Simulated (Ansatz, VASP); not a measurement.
## SrCl2: VASP beside Ansatz

```
Sr Cl
1.0
     0.00000    3.48835    3.48835
     3.48835    0.00000    3.48835
     3.48835    3.48835    0.00000
Sr Cl
1 2
Cartesian
  0.0000 0.0000 0.0000
  5.2325 5.2325 5.2325
  1.7442 1.7442 1.7442
```

Alike in both runs: task single point; functional PBE-based screened hybrid with a share of 0.35 of exact exchange and HFSCREEN = 0.2078699; k mesh 4 × 4 × 4; occupations fermi-dirac, width 0.05 eV; no spin polarisation.

|  | VASP | Ansatz |
| --- | --- | --- |
| version | VASP 6.6.1 | Ansatz 0.2.0 |
| potentials or method | VASP PAW PBE potentials, release 64 (Sr_sv, Cl) | Ansatz PAW |
| plane-wave cutoff (eV) | 520 | 420 |
| valence electrons in the cell | 24 | 24 |

```csv
,VASP,Ansatz,Ansatz less VASP
gap on the k mesh at the Fermi level (eV),7.14,7.15,+0.009
least direct gap on the mesh (eV),7.34,7.36,+0.015
pressure (GPa),0.3,0.3,-0.06
```

VASP's potentials were made for PBE, not for PBE-based screened hybrid.
